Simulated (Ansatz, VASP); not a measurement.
**Cu in VASP and in Ansatz**

File POSCAR:

```
Cu
1.0
   -1.4427933200      1.4427933200      1.3072773775
    1.4427933200     -1.4427933200      1.3072773775
    1.4427933200      1.4427933200     -1.3072773775
Cu
1
Direct
    0.0000000000      0.0000000000      0.0000000000
```

Contents of INCAR.step1:

```
SYSTEM = Cu
PREC = Accurate
ENCUT = 520
ISMEAR = 0
SIGMA = 0.15
LREAL = .False.
LASPH = .True.
NELM = 100
NBANDS = 12
GGA = PE
ALGO = Normal
EDIFF = 1E-4
LWAVE = .True.
LCHARG = .False.
```

Contents of INCAR.step2:

```
SYSTEM = Cu
PREC = Accurate
ENCUT = 520
EDIFF = 1E-7
ISMEAR = 0
SIGMA = 0.15
LREAL = .False.
LASPH = .True.
NELM = 100
ALGO = Normal
ISIF = 2
LWAVE = .False.
LCHARG = .False.
METAGGA = R2SCAN
LMIXTAU = .True.
NBANDS = 12
ISTART = 1
```

The input KPOINTS:

```
regular mesh
0
Gamma
  24 24 24
  0 0 0
```

Input for Ansatz:

```yaml
crystal:
  lattice:
    - [-1.44279332, 1.44279332, 1.3072773775]
    - [1.44279332, -1.44279332, 1.3072773775]
    - [1.44279332, 1.44279332, -1.3072773775]
  atoms:
    - { symbol: Cu, position: [0.0, 0.0, 0.0] }
basis:
  ecutwfc: 500
kpoints:
  mp_grid: { grid: [24, 24, 24] }
hamiltonian:
  xc: r2scan
scf:
  occupations: { method: gaussian, width: 0.15 }
output:
  forces: true
  stress: true
  eigenvalues: true
  write_density: true
  write_potential: true
  elf: true
  volumetric_format: npy
```

Change from the starting cell: strain +0.000 along x and y, -0.050 along z, atoms carried along.

Alike in both runs: task single point; functional r2SCAN; k mesh 24 × 24 × 24; occupations gaussian, width 0.15 eV; no spin polarisation.

|  | VASP | Ansatz |
| --- | --- | --- |
| version | VASP 6.6.1 | Ansatz 0.2.0 |
| potentials or method | VASP PAW PBE potentials, release 64 (Cu), cutoff 520 eV | scalar-relativistic, plane waves, PAW |
| valence electrons in the cell | 11 | 19 |

```csv
,VASP,Ansatz,Ansatz less VASP
gap on the k mesh at the Fermi level (eV),none,none,-
pressure (GPa),10.8,10.0,-0.78
"traceless stress, the component that is largest in VASP (GPa)",1.23,1.25,+0.020
```

VASP's potentials were made for PBE, not for r2SCAN. A gap of «none» marks a metal or a gap that the smearing closes. VASP's potentials hold 11 valence electrons a cell and Ansatz's 19, so a difference there can come from the potentials and not from the codes.
